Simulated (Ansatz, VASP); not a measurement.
InP in VASP and in Ansatz

```xyz
2
Lattice="0.0000 2.9393 2.9393 2.9393 0.0000 2.9393 2.9393 2.9393 0.0000" Properties=species:S:1:pos:R:3 pbc="T T T"
In    0.0000    0.0000    0.0000
P     4.4089    4.4089    4.4089
```

Alike in both runs: functional PBEsol; k mesh 10 × 10 × 10; occupations gaussian, width 0.02 eV; no spin polarisation.

Ansatz relaxed the structure, and its values are those at the end. VASP's run is a single point on that final structure, the one shown.

|  | VASP | Ansatz |
| --- | --- | --- |
| version | VASP 6.6.1 | Ansatz 0.2.0 |
| potentials or method | VASP PAW PBE potentials, release 64 (In_d, P), cutoff 520 eV | scalar-relativistic, plane waves, PAW |
| valence electrons in the cell | 18 | 18 |

```csv
,VASP,Ansatz,Ansatz less VASP
gap on the k mesh at the Fermi level (eV),0.57,0.57,+0.002
least direct gap on the mesh (eV),0.57,0.57,+0.002
pressure (GPa),0.0,0.0,+0.02
```

VASP's potentials were made for PBE, not for PBEsol.
